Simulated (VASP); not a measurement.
# Yb (Fm-3m) in VASP: a series of runs, part 2 of 2

VASP 6.6.1.

## 4. Single point, PBE (40.46 Å³/atom)

This run uses another cell than the first one, of 40.46 Å³/atom.

The input, INCAR:

```
ALGO = Normal ; EDIFF = 1E-6
ENCUT = 520 ; GGA = PE
ISIF = 2 ; ISMEAR = -1
LASPH = True ; LCHARG = False
LREAL = False ; LWAVE = False
NBANDS = 18 ; NELM = 80
PREC = Accurate ; SIGMA = 0.05
```

The input, KPOINTS:

```
k-points
0
Gamma
  12 12 12
```

The input, POSCAR:

```
Yb
1.0
    0.0000000000      2.7246893782      2.7246893782
    2.7246893782      0.0000000000      2.7246893782
    2.7246893782      2.7246893782      0.0000000000
Yb
1
Direct
    0.0000000000      0.0000000000      0.0000000000
```

Potentials or basis: VASP PAW PBE potentials, release 64 (Yb).

Launch:

```bash
cat potpaw_PBE.64/Yb/POTCAR > POTCAR
mpirun -np 1 vasp_std > vasp.out
```

OUTCAR:

```text
EDIFF = 1E-6
   ENCUT = 520
   GGA = PE
   ISIF = 2
   ISMEAR = -1
   LASPH = True
   LREAL = False
   NELM = 80
   PREC = Accurate

 ion  position               nearest neighbor table
   1  0.000  0.000  0.000-

  LATTYP: Found a face centered cubic cell.
 ALAT       =     5.4493787564

  Lattice vectors:

 A1 = (   0.0000000000,   2.7246893782,   2.7246893782)
 A2 = (   2.7246893782,   0.0000000000,   2.7246893782)
 A3 = (   2.7246893782,   2.7246893782,   0.0000000000)

Analysis of symmetry for initial positions (statically):
=====================================================================
 Subroutine PRICEL returns:
 Original cell was already a primitive cell.

 Routine SETGRP: Setting up the symmetry group for a
 face centered cubic supercell.

 Subroutine GETGRP returns: Found 48 space group operations
 (whereof 48 operations were pure point group operations)
 out of a pool of 48 trial point group operations.

The static configuration has the point symmetry O_h .

Analysis of symmetry for dynamics (positions and initial velocities):
=====================================================================
 Subroutine PRICEL returns:
 Original cell was already a primitive cell.

 Routine SETGRP: Setting up the symmetry group for a
 face centered cubic supercell.

 Subroutine GETGRP returns: Found 48 space group operations
 (whereof 48 operations were pure point group operations)
 out of a pool of 48 trial point group operations.

The dynamic configuration has the point symmetry O_h .

 Subroutine INISYM returns: Found 48 space group operations
 (whereof 48 operations are pure point group operations),
 and found     1 'primitive' translations

----------------------------------------------------------------------------------------

[... 93 lines left out ...]
   NSW    =      0    number of steps for IOM
   IBRION =     -1    ionic relax: 0-MD 1-quasi-New 2-CG
   NFREE  =      0    steps in history (QN), initial steepest desc. (CG)
   ISIF   =      2    stress and relaxation
   ISYM   =      2    0-nonsym 1-usesym 2-fastsym
   POTIM  = 0.5000    time-step for ionic-motion
   TEBEG  =    0.0;   TEEND  =   0.0 temperature during run
   PSTRESS=    0.0 pullay stress
   NELECT =      24.0000    total number of electrons
   NUPDOWN=      -1.0000    fix difference up-down
   EMIN   =  10.00;   EMAX   =-10.00  energy-range for DOS
   EFERMI =   0.00;   METHOD = LEGACY
   ISMEAR =    -1;   SIGMA  =   0.05  broadening in eV -4-tet -1-fermi 0-gaus
   EFERMI_NEDOS =   21; number of points for ismear=-14 and -15
   IALGO  =     38    algorithm
   IMIX   =      4    mixing-type and parameters
     AMIX     =   0.40;   BMIX     =  1.00
     AMIX_MAG =   1.60;   BMIX_MAG =  1.00
  volume/ion in A,a.u.               =      40.46       273.01
  Fermi-wavevector in a.u.,A,eV,Ry     =   1.375577  2.599464 25.745109  1.892212
  Thomas-Fermi vector in A             =   2.500900
   LORBIT       =      0    0 simple, 1 ext, 2 COOP (PROOUT), +10 PAW based schemes
   GGA     = PE    functional components
[... 5 lines left out ...]
 non-spin polarized calculation
  energy-cutoff  :      520.00
  volume of cell :       40.46
 maximum number of plane-waves:      1113
 NGX is ok and might be reduce to    30
   NGX = 15   NGY = 15   NGZ = 15

 number of electron      23.9999987 magnetization

 Free energy of the ion-electron system (eV)
  ---------------------------------------------------
  ext. energy  EPLUGINS =         0.00000000
  ---------------------------------------------------
  free energy    TOTEN  =        -3.53451417 eV

  energy without entropy =       -3.51856053  energy(sigma->0) =       -3.52653735

 E-fermi :   1.2315     XC(G=0):  -8.9390

 val. band max:        1.1725017379   @ k =  -0.3333   0.4167   0.1667
 cond. band min:       1.2383621626   @ k =  -0.4167   0.2500   0.0000
 fundamental gap:      0.0658604247
 Fermi energy:         1.2315105301

 k-point     1 :       0.0000    0.0000    0.0000
  band No.  band energies     occupation
      1     -50.5971      2.00000
      2     -22.8497      2.00000
      3     -22.8497      2.00000
      4     -22.8497      2.00000
      5      -3.6811      2.00000
      6       0.7926      1.99969
[... 481 lines left out ...]
      5      -0.0576      2.00000
      6       0.8144      1.99952
[... 10 lines left out ...]
     17       6.9182      0.00000
     18       7.8826      0.00000

 [... further k-points ...]
[... 5 lines left out ...]
  --------------------------------------------------------------------------------------
  -------------------------------------------------------------------------------------
  Total       -0.5392315     -0.5392315     -0.5392315      0.0000000      0.0000000     -0.0000000
  in kB      -21.3552572    -21.3552572    -21.3552572      0.0000000      0.0000000     -0.0000000
  external PRESSURE =     -21.3552572 kB  Pullay stress =       0.0000000 kB

 VOLUME and BASIS-vectors are now :
 -----------------------------------------------------------------------------
  energy-cutoff  :      520.00
  volume of cell :       40.46
      direct lattice vectors                 reciprocal lattice vectors
     0.000000000  2.724689378  2.724689378    -0.183507156  0.183507156  0.183507156
     2.724689378  0.000000000  2.724689378     0.183507156 -0.183507156  0.183507156
     2.724689378  2.724689378  0.000000000     0.183507156  0.183507156 -0.183507156

 POSITION                                       TOTAL-FORCE (eV/Angst)
 -----------------------------------------------------------------------------------
      0.00000      0.00000      0.00000        -0.000000     -0.000000      0.000000
 -----------------------------------------------------------------------------------
    total drift:                               -0.000000     -0.000000      0.000000

  FREE ENERGIE OF THE ION-ELECTRON SYSTEM (eV)
  ---------------------------------------------------
  free  energy   TOTEN  =        -3.5345141748 eV

  energy  without entropy=       -3.5185605330  energy(sigma->0) =       -3.52653735
```

OSZICAR:

```text
N       E                     dE             d eps       ncg     rms          rms(c)
DAV:   1     0.121291802398E+03    0.12129E+03   -0.87946E+03  3250   0.900E+03
[... 15 lines left out ...]
DAV:  17    -0.353472006694E+01   -0.13668E-03   -0.25283E-04  3588   0.520E-01    0.494E-01
DAV:  18    -0.353458976029E+01    0.13031E-03   -0.11546E-04  4286   0.301E-01    0.153E-01
DAV:  19    -0.353456164962E+01    0.28111E-04   -0.13058E-05  4320   0.104E-01    0.121E-01
DAV:  20    -0.353454690180E+01    0.14748E-04   -0.39053E-06  2206   0.625E-02    0.120E-01
DAV:  21    -0.353452010238E+01    0.26799E-04   -0.29010E-05  3286   0.170E-01    0.445E-02
DAV:  22    -0.353451416761E+01    0.59348E-05   -0.13264E-05  4056   0.110E-01    0.137E-02
DAV:  23    -0.353451417483E+01   -0.72159E-08   -0.96094E-07  1822   0.314E-02
   1 F= -.35345142E+01 E0= -.35265374E+01  d E =-.159536E-01
```

It took 3.1 min on 1 thread of Intel Xeon 8259CL, shared host; peak memory 0.22 GiB.

What came out:

```yaml
Free_energy: -3.5345 eV
Pressure: -2.1 GPa
Band_gap_on_the_k_mesh: zero (bands 12 and 13 overlap by 0.05 eV)
```

Caveat: spin-orbit coupling is left out, which moves the levels of the heavy elements.

## 5. Single point, PBE

This run uses another cell than the first one, of 41.28 Å³/atom.

The input, INCAR:

```
PREC = Accurate ; ENCUT = 520
EDIFF = 1E-6 ; ISMEAR = -1
SIGMA = 0.05 ; LREAL = False
LASPH = True ; NELM = 80
ALGO = Normal ; ISIF = 2
LWAVE = False ; LCHARG = True
GGA = PE ; LELF = True
LVHAR = True ; NBANDS = 18
```

The input, KPOINTS:

```
regular mesh
0
Gamma
  12 12 12
```

The input, POSCAR:

```
Yb
1.0
    0.0000000000      2.7431000000      2.7431000000
    2.7431000000      0.0000000000      2.7431000000
    2.7431000000      2.7431000000      0.0000000000
Yb
1
Direct
    0.0000000000      0.0000000000      0.0000000000
```

Launch:

```bash
cat potpaw_PBE.64/Yb/POTCAR > POTCAR
mpirun -np 1 vasp_std > vasp.out
```

Wall time 3.3 min (1 thread of Intel Xeon 8259CL, shared host); peak memory 0.22 GiB.

It converged, with:

```yaml
Free_energy: -3.5231 eV
Pressure: -2.3 GPa
Band_gap_on_the_k_mesh: zero (bands 12 and 13 overlap by 0.07 eV)
```

Levels at points of the mesh, in eV from the Fermi level:
```tsv
k point	band 8	band 9	band 10	band 11	band 12	band 13	band 14	band 15	band 16	band 17
(0.00, 0.00, 0.00)	-0.36	-0.36	-0.29	-0.29	-0.29	2.72	2.72	2.72	4.56	4.56
(0.50, 0.00, 0.00)	-0.37	-0.37	-0.30	-0.30	-0.28	0.13	2.53	2.53	5.90	5.90
(0.50, 0.50, 0.00)	-0.36	-0.36	-0.32	-0.31	-0.31	0.28	1.30	5.91	6.29	6.40
```

Caveat: spin-orbit coupling is left out, which moves the levels of the heavy elements. Spin polarisation is off, so any magnetic state and its effect on volume and gap are missing.

## 6. The runs side by side

```tsv
cell	smearing	gap on the mesh (eV)	pressure (GPa)
a = 3.827 Å, angles 60.0°, 1 atom	fermi-dirac 0.05 eV	none	-1.9
a = 3.827 Å, angles 60.0°, 1 atom	methfessel-paxton 0.05 eV	none	-2.7
a = 3.853 Å, angles 60.0°, 1 atom	fermi-dirac 0.05 eV	none	-2.1
a = 3.879 Å, angles 60.0°, 1 atom	fermi-dirac 0.05 eV	none	-2.3
```

Alike in all rows: task single point; level PBE; potentials or basis VASP PAW PBE potentials, release 64 (Yb); no spin polarisation; k mesh 12 × 12 × 12; cutoff (eV) 520.

Caveats: spin-orbit coupling is left out, which moves the levels of the heavy elements.

Total energies depend on the potentials used, so only differences within one code and one set of settings carry meaning.

The gap in the log of VASP goes by the Fermi energy; the results here count the filled bands.